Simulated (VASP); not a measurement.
**Ca: electric field gradients with PBE**

The system is Ca.

```
Ca
1.0
    -2.22497    2.22497    2.22497
     2.22497   -2.22497    2.22497
     2.22497    2.22497   -2.22497
Ca
1
Direct
  0.00000 0.00000 0.00000
```

This isn't the form of Ca at room conditions, which is fcc.

```yaml
Program: VASP 6.6.1
Task: electric field gradients
Functional: PBE
Potentials_or_basis: VASP PAW PBE potentials, release 64 (Ca_sv)
Cutoff: 520 eV
k_mesh: 10 × 10 × 10
Occupations: fermi-dirac, width 0.05 eV
Spin: no spin polarisation
Dipole_correction: no
Further_INCAR_settings: ALGO = Normal; EDIFF = 1e-08; NBANDS = 11
```

```json
{
  "Pressure": "-0.7 GPa",
  "Band gap on the k mesh": "zero (bands 5 and 6 overlap by 0.26 eV)",
  "Largest electric field gradient by atom": "under 0.05 V/Å² on every atom"
}
```

Levels at points of the mesh, in eV from the Fermi level:
```csv
k point,band 1,band 2,band 3,band 4,band 5,band 6,band 7,band 8,band 9,band 10
"(0.00, 0.00, 0.00)",-42.18,-23.10,-23.10,-23.10,-4.00,2.22,2.22,2.22,3.23,3.23
"(0.50, 0.00, 0.00)",-42.17,-23.22,-23.14,-23.10,-0.89,-0.07,1.31,3.12,3.48,4.20
"(0.50, 0.50, 0.50)",-42.16,-23.19,-23.19,-23.19,0.08,0.08,3.74,3.74,3.74,3.99
```

Run time: 48 s on 1 thread of Intel Xeon 8259CL (shared host), peak memory 0.17 GiB.
